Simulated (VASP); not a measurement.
Wanted: the native input for a VASP 6.6.1 run.

```yaml
Task: electric field gradients
Functional: LDA
Potentials_or_basis: VASP PAW LDA potentials, release 64 (Sc_sv)
Cutoff: 520 eV
k_mesh: 13 × 13 × 7
Occupations: fermi-dirac, width 0.03 eV
Spin: no spin polarisation
Dipole_correction: no
Further_INCAR_settings: ALGO = Normal; EDIFF = 1e-08; NBANDS = 18
```

The structure of Sc lies in POSCAR:

```
Sc
1.0
    3.3307111048      0.0000000000      0.0000000000
   -1.6653555523      2.8844804293      0.0000000000
    0.0000000000      0.0000000000      5.3028884340
Sc
2
Direct
    0.3333333333      0.6666666667      0.2500000000
    0.6666666667      0.3333333333      0.7500000000
```

This cell differs from its parent crystal: volume scaled by 1.02.

One way to write it, as run:

INCAR

```
SYSTEM = Sc
ALGO = Normal
EDIFF = 1E-8
ENCUT = 520
GGA = CA
ISIF = 2
ISMEAR = -1
LASPH = .TRUE.
LCHARG = .FALSE.
LEFG = .TRUE.
LREAL = .FALSE.
LWAVE = .FALSE.
NBANDS = 18
NELM = 80
PREC = Accurate
SIGMA = 0.03
```

KPOINTS

```
k-points
0
G
  13 13 7
  0 0 0
```

Potentials or basis: VASP PAW LDA potentials, release 64 (Sc_sv).

The run is started by

```bash
$ cat potpaw_LDA.64/Sc_sv/POTCAR > POTCAR
$ mpirun -np 1 vasp_std > vasp.out
```

It gave:

```yaml
Pressure: -6.1 GPa
Band_gap_on_the_k_mesh: zero (band 11 reaches 3.97 eV, above the bottom of band 12 at 2.82 eV)
```

Caveat: without QUAD_EFG the Cq values of the log hold for a quadrupole moment of 1 mb, not for the nuclei.

It took 34 s on 1 thread of Intel(R) Xeon(R) 6975P-C (Granite Rapids), on a shared host, peak memory 0.19 GiB.
